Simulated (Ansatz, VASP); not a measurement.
# SrTiO3 in VASP and in Ansatz

```
Sr Ti O
1.0
     4.03296    0.00000    0.00000
     0.00000    4.03296    0.00000
     0.00000    0.00000    4.03296
Sr Ti O
1 1 3
Direct
  0.50000 0.50000 0.50000
  0.00000 0.00000 0.00000
  0.50000 0.00000 0.00000
  0.00000 0.50000 0.00000
  0.00000 0.00000 0.50000
```

Alike in both runs: task single point; functional r2SCAN; k mesh 8 × 8 × 8; occupations gaussian, width 0.02 eV; no spin polarisation.

|  | VASP | Ansatz |
| --- | --- | --- |
| version | VASP 6.6.1 | Ansatz 0.2.0 |
| potentials or method | VASP PAW PBE potentials, release 64 (Sr_sv, Ti_sv, O), cutoff 520 eV | scalar-relativistic, plane waves, PAW |
| valence electrons in the cell | 40 | 40 |

Ansatz gave:

* gap on the k mesh at the Fermi level (eV): 2.04
* least direct gap on the mesh (eV): 2.45
* pressure (GPa): -14.6

Q: Estimate VASP's values.

A: gap on the k mesh at the Fermi level (eV): 2.05; least direct gap on the mesh (eV): 2.48; pressure (GPa): -14.0.

VASP's potentials were made for PBE, not for r2SCAN.
